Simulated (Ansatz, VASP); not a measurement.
# BeTe in VASP and in Ansatz

```
Be Te
1.0
     3.86360    0.00000    0.00000
    -1.93180    3.34597    0.00000
     0.00000    0.00000    6.00340
Be Te
2 2
Cartesian
  0.0000 0.0000 0.0000
  0.0000 0.0000 3.0017
  0.0000 2.2306 1.5009
  1.9318 1.1153 4.5026
```

Alike in both runs: task single point; functional PBE-based global hybrid with a share of 0.3 of exact exchange; k mesh 6 × 6 × 2; occupations fermi-dirac, width 0.02 eV; no spin polarisation.

|  | VASP | Ansatz |
| --- | --- | --- |
| version | VASP 6.6.1 | Ansatz 0.2.0 |
| potentials or method | VASP PAW PBE potentials, release 64 (Be, Te) | plane waves |
| plane-wave cutoff (eV) | 520 | 420 |
| valence electrons in the cell | 16 | 36 |

```csv
,VASP,Ansatz,Ansatz less VASP
pressure (GPa),-1.7,-1.3,+0.44
"traceless stress, the component that is largest in VASP (GPa)",0.23,0.19,-0.043
```

VASP's potentials were made for PBE, not for PBE-based global hybrid. The functional is the same, so the differences come from potentials, cutoffs and numerics. VASP's potentials hold 16 valence electrons a cell and Ansatz's 36, so a difference there can come from the potentials and not from the codes. Ansatz's warnings: filled band counts differ across k points, stress exchange threshold loose, stress scf threshold loose.

The k mesh is coarse, so the values compare programs but aren't converged. Neither program's run includes spin-orbit coupling.
